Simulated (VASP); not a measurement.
The system is LiSe4.

```
Li Se
1.0
     5.79036   -2.45607    0.00000
     5.79036    2.45607    0.00000
     0.00000    0.00000    3.71215
Li Se
1 4
Cartesian
  5.7904 -0.9316 1.8561
  1.7412 0.2964 0.9280
  7.5315 1.1806 2.7841
  4.0492 1.1806 0.9280
  9.8396 0.2964 2.7841
```

| Property | Result |
| --- | --- |
| Program | VASP 6.6.1 |
| Task | relaxation of cell and atoms |
| Functional | PBE |
| Potentials or basis | VASP PAW PBE potentials, release 64 (Li_sv, Se) |
| Cutoff | 600 eV |
| k mesh | 4 × 4 × 6 |
| Occupations | gaussian, width 0.1 eV |
| Spin | no spin polarisation |

At the start: pressure 16.2 GPa; volume 21.12 Å³/atom.

Task: Where does the relaxation end?

Result: Over 30 steps the energy falls by 719.3 meV/atom and the volume is 25.32 Å³/atom (+19.9 %); space group C2 (No. 5, to 0.1 Å) before and after.

The path:
| step | energy change (eV) | largest force (eV/Å) | pressure (GPa) | volume (Å³) |
| --- | --- | --- | --- | --- |
| 1 | 0.0000 | 2.2329 | 16.16 | 105.59 |
| 2 | -1.2265 | 0.9895 | -2.92 | 141.52 |
| 3 | -1.3378 | 0.6951 | -0.12 | 131.21 |
| 4 | -1.3378 | 0.7147 | -0.30 | 131.76 |
| 5 | -1.5246 | 0.8834 | -0.42 | 132.67 |
| 6 | -2.1691 | 1.0364 | -0.47 | 134.87 |
| 7 | -2.7877 | 0.9375 | 2.15 | 136.94 |
| 8 | -2.8069 | 0.7235 | 1.45 | 136.82 |
| 9 | -2.9717 | 0.7748 | 0.51 | 142.86 |
| 10 | -3.0540 | 0.7756 | -0.26 | 152.28 |
| 11 | -3.2092 | 0.4603 | -0.35 | 153.74 |
| 12 | -3.2397 | 0.3892 | -0.14 | 154.50 |
| 13 | -3.2401 | 0.4333 | -0.10 | 154.59 |
| 14 | -3.2782 | 0.1750 | -1.09 | 154.30 |
| 15 | -3.2816 | 0.2355 | -1.46 | 154.17 |
| 16 | -3.3063 | 0.2364 | -1.30 | 151.63 |
| 17 | -3.3591 | 0.3501 | -0.68 | 144.14 |
| 18 | -3.2556 | 1.0044 | 1.58 | 129.65 |
| 19 | -3.3639 | 0.4161 | -0.38 | 141.60 |
| 20 | -3.4046 | 0.4427 | 0.04 | 138.52 |
| 21 | -3.4752 | 0.5468 | 1.72 | 129.55 |
| 22 | -3.5128 | 0.3960 | 1.20 | 129.33 |
| 23 | -3.5581 | 0.2593 | -0.05 | 128.72 |
| 24 | -3.5739 | 0.1915 | -0.02 | 128.53 |
| 25 | -3.5843 | 0.2419 | 0.10 | 128.19 |
| 26 | -3.5889 | 0.1688 | -0.13 | 128.33 |
| 27 | -3.5919 | 0.0847 | -0.49 | 128.55 |
| 28 | -3.5954 | 0.0469 | -0.12 | 127.32 |
| 29 | -3.5957 | 0.0526 | 0.02 | 126.85 |
| 30 | -3.5964 | 0.0196 | -0.03 | 126.60 |

Final structure:
```xyz
5
Lattice="5.1376 -2.3205 -0.0348 5.1376 2.3205 -0.0348 0.1664 0.0000 5.3083" Properties=species:S:1:pos:R:3 pbc="T T T"
Li    5.2208   -0.5486    2.6194
Se    1.4770   -0.1189    1.5097
Se    6.6383    1.3486    3.7373
Se    3.8033    1.3486    1.5015
Se    8.9646   -0.1189    3.7291
```

Caveat: the cutoff is under 1.25 times the usual one of these potentials, so pressure, stress and relaxed cells hold a basis-set (Pulay) error; the volume moved by over 15 % at a fixed basis, so the end points are rough; an odd number of electrons without spin polarisation forces a metal; a magnetic or distorted state may lie lower.
